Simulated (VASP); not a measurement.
## MoS2: single point with PBE+D3(BJ)

Crystal: MoS2.

```
CELL_PARAMETERS angstrom
-1.57647 -2.73053 0.00000
1.57647 -2.73053 0.00000
0.00000 0.00000 18.23960
ATOMIC_POSITIONS crystal
Mo 0.00000 0.00000 0.82194
Mo 0.33333 0.33333 0.16442
Mo 0.66667 0.66667 0.49318
S 0.00000 0.00000 0.57886
S 0.33333 0.33333 0.90763
S 0.66667 0.66667 0.25010
S 0.00000 0.00000 0.40741
S 0.33333 0.33333 0.73618
S 0.66667 0.66667 0.07865
```

This cell differs from its parent crystal: the distance across one plane changed.

```
Program             : VASP 6.6.1
Task                : single point
Functional          : PBE
Dispersion          : D3(BJ)
Potentials or basis : VASP PAW PBE potentials, release 64 (Mo_sv, S)
Cutoff              : 520 eV
k mesh              : 10 × 10 × 2
Occupations         : gaussian, width 0.05 eV
Spin                : no spin polarisation
```

```json
{
 "Pressure": "-0.3 GPa",
 "Largest force": "0.079 eV/Å",
 "Band gap on the k mesh": "0.87 eV",
 "Dispersion energy per atom": "-0.434 eV"
}
```

Forces on the atoms (eV/Å):
```
Mo   0.000  0.000 -0.003
Mo   0.000  0.000 -0.011
Mo   0.000  0.000  0.002
S    0.000  0.000 -0.016
S    0.000  0.000  0.079
S    0.000  0.000 -0.010
S    0.000  0.000  0.014
S    0.000  0.000  0.015
S    0.000  0.000 -0.070
```

Stress tensor (GPa, compression positive):
```
-0.15  0.00  0.00
 0.00 -0.15  0.00
 0.00  0.00 -0.45
```

Levels at points of the mesh, in eV from the valence-band top:
| k point | band 36 | band 37 | band 38 | band 39 | band 40 | band 41 | band 42 | band 43 |
| --- | --- | --- | --- | --- | --- | --- | --- | --- |
| (0.00, 0.00, 0.00) | -1.29 | -1.18 | -0.18 | -0.07 | 2.01 | 2.01 | 2.08 | 2.08 |
| (0.50, 0.00, 0.00) | -1.60 | -1.46 | -1.44 | -1.32 | 1.58 | 1.62 | 1.64 | 2.06 |
| (0.00, 0.00, 0.50) | -2.11 | -0.61 | -0.46 | 0.00 | 2.02 | 2.02 | 2.05 | 2.05 |
| (0.50, 0.00, 0.50) | -1.56 | -1.51 | -1.37 | -1.35 | 1.59 | 1.61 | 1.65 | 2.01 |

Wall time 6 min on 1 thread of Intel Xeon 8259CL, on a shared host, peak memory 0.36 GiB.

Caveat: the cell differs from its parent crystal (the distance across one plane changed). A k mesh can miss the band edges.
